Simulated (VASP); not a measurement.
Ta, 1 atom in the cell. Symmetry: Fm-3m, No. 225, cubic system. Conventional cell: a = 4.141 Å, b = 4.141 Å, c = 4.141 Å, α = 90.00°, β = 90.00°, γ = 90.00°. Ta (site symmetry m-3m) has 12 Ta at 2.93 Å within 3.9 Å. 

| Quantity | Value |
| --- | --- |
| Program | VASP 6.6.1 |
| Task | single point |
| Functional | LDA |
| Potentials or basis | VASP PAW LDA potentials, release 64 (Ta_pv) |
| Cutoff | 520 eV |
| k mesh | 15 × 15 × 15 |
| Occupations | fermi-dirac, width 0.1 eV |
| Spin | no spin polarisation |
| Dipole correction | no |
| Further INCAR settings | ALGO = Normal; EDIFF = 1e-06; NBANDS = 12 |

Potentials or basis: VASP PAW LDA potentials, release 64 (Ta_pv).

Launch:

```sh
$ cat potpaw_LDA.64/Ta_pv/POTCAR > POTCAR
$ mpirun -np 1 vasp_std > vasp.out
```

Hardware: 1 thread of Intel Xeon 8259CL, with other jobs on the host.

**Question.** Estimate the wall time of this run.

**Answer.** Wall time 26 s on 1 thread of Intel Xeon 8259CL, on a shared host, peak memory 0.15 GiB. Counts: scf iterations 10, k points 120.
